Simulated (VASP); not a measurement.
The system is Ge.

```
Ge
1.0
     2.74109   -2.84627    0.00000
     2.74109    2.84627    0.00000
    -0.99397    0.00000    6.21815
Ge
6
Direct
  0.15843 0.45266 0.37806
  0.54734 0.84157 0.12194
  0.84157 0.54734 0.62194
  0.45266 0.15843 0.87806
  0.00000 0.50000 0.00000
  0.50000 0.00000 0.50000
```

- Program: VASP 6.6.1
- Task: relaxation of cell and atoms
- Functional: PBE
- Potentials or basis: VASP PAW PBE potentials, release 64 (Ge_d)
- Cutoff: 600 eV
- k mesh: 4 × 4 × 4
- Occupations: gaussian, width 0.1 eV
- Spin: no spin polarisation

At the start: pressure 39.4 GPa; volume 16.17 Å³/atom.

How do energy, volume and symmetry change on relaxing?

Over 33 steps the energy falls by 738.2 meV/atom and the volume is 20.56 Å³/atom (+27.1 %); space group C2/c (No. 15, to 0.05 Å).

Step by step:
| step | energy change (eV) | largest force (eV/Å) | pressure (GPa) | volume (Å³) |
| --- | --- | --- | --- | --- |
| 1 | 0.0000 | 3.8468 | 39.39 | 97.03 |
| 2 | -2.7862 | 0.3367 | -7.63 | 163.62 |
| 3 | -3.8435 | 0.4444 | 0.40 | 130.28 |
| 4 | -3.8426 | 0.4485 | 0.06 | 131.01 |
| 5 | -3.8808 | 0.4045 | -0.50 | 131.73 |
| 6 | -3.9687 | 0.1635 | -1.19 | 133.88 |
| 7 | -3.8859 | 0.6231 | -1.69 | 138.11 |
| 8 | -3.9865 | 0.1010 | -1.56 | 135.07 |
| 9 | -4.0075 | 0.1571 | -1.29 | 134.62 |
| 10 | -4.0458 | 0.3665 | -0.67 | 133.22 |
| 11 | -3.9960 | 0.8644 | 0.92 | 130.26 |
| 12 | -4.0488 | 0.4707 | -0.33 | 132.62 |
| 13 | -4.0879 | 0.4282 | -0.61 | 132.03 |
| 14 | -4.1641 | 0.3823 | -0.28 | 130.15 |
| 15 | -4.1061 | 0.6019 | 0.82 | 125.91 |
| 16 | -4.1754 | 0.4278 | -0.13 | 128.99 |
| 17 | -4.2117 | 0.3526 | -0.28 | 128.39 |
| 18 | -4.2595 | 0.1652 | -0.04 | 126.55 |
| 19 | -4.2761 | 0.2027 | -0.13 | 126.12 |
| 20 | -4.3075 | 0.3222 | -0.14 | 124.78 |
| 21 | -4.2152 | 0.4385 | 1.34 | 121.92 |
| 22 | -4.3058 | 0.3548 | 0.02 | 124.39 |
| 23 | -4.3138 | 0.3522 | 0.11 | 124.22 |
| 24 | -4.3359 | 0.3506 | 0.14 | 123.70 |
| 25 | -4.3575 | 0.2862 | 0.45 | 122.64 |
| 26 | -4.3897 | 0.2252 | 0.30 | 122.72 |
| 27 | -4.4081 | 0.2144 | 0.19 | 122.82 |
| 28 | -4.4183 | 0.1663 | 0.12 | 123.02 |
| 29 | -4.4259 | 0.0920 | -0.06 | 123.36 |
| 30 | -4.4259 | 0.0881 | -0.18 | 123.39 |
| 31 | -4.4278 | 0.0586 | 0.16 | 123.15 |
| 32 | -4.4284 | 0.0356 | 0.27 | 122.96 |
| 33 | -4.4289 | 0.0242 | -0.03 | 123.36 |

Final structure:
```yaml
crystal:
  lattice:
    - [2.87683, -3.07419, -0.39359]
    - [2.87683, 3.07419, -0.39359]
    - [-1.94522, 0.00000, 7.24052]
  atoms:
    - { symbol: Ge, position: [0.10930, 0.38538, 0.35444] }
    - { symbol: Ge, position: [0.61462, 0.89070, 0.14556] }
    - { symbol: Ge, position: [0.89070, 0.61462, 0.64556] }
    - { symbol: Ge, position: [0.38538, 0.10930, 0.85444] }
    - { symbol: Ge, position: [0.00000, 0.50000, 0.00000] }
    - { symbol: Ge, position: [0.50000, 0.00000, 0.50000] }
```

Caveat: the k points lie up to 0.39 Å⁻¹ apart in the final cell; the volume moved by over 15 % at a fixed basis, so the end points are rough.
